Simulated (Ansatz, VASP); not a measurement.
**RbBr in VASP and in Ansatz**

```xyz
2
Lattice="0.0000 3.0537 4.3179 3.0537 0.0000 4.3179 3.0537 3.0537 0.0000" Properties=species:S:1:pos:R:3 pbc="T T T"
Rb    0.0000    0.0000    0.0000
Br    3.0537    3.0537    4.3179
```

Alike in both runs: task single point; functional PBEsol; k mesh 6 × 6 × 6; occupations gaussian, width 0.05 eV; no spin polarisation.

|  | VASP | Ansatz |
| --- | --- | --- |
| version | VASP 6.6.1 | Ansatz 0.2.0 |
| potentials or method | VASP PAW PBE potentials, release 64 (Rb_sv, Br), cutoff 520 eV | scalar-relativistic, plane waves, PAW |
| valence electrons in the cell | 16 | 16 |

|  | VASP | Ansatz | Ansatz less VASP |
| --- | --- | --- | --- |
| gap on the k mesh at the Fermi level (eV) | 3.87 | 3.88 | +0.009 |
| least direct gap on the mesh (eV) | 3.87 | 3.88 | +0.009 |
| pressure (GPa) | 4.5 | 4.4 | -0.09 |
| traceless stress, the component that is largest in VASP (GPa) | -5.60 | -5.51 | +0.091 |

VASP's potentials were made for PBE, not for PBEsol.
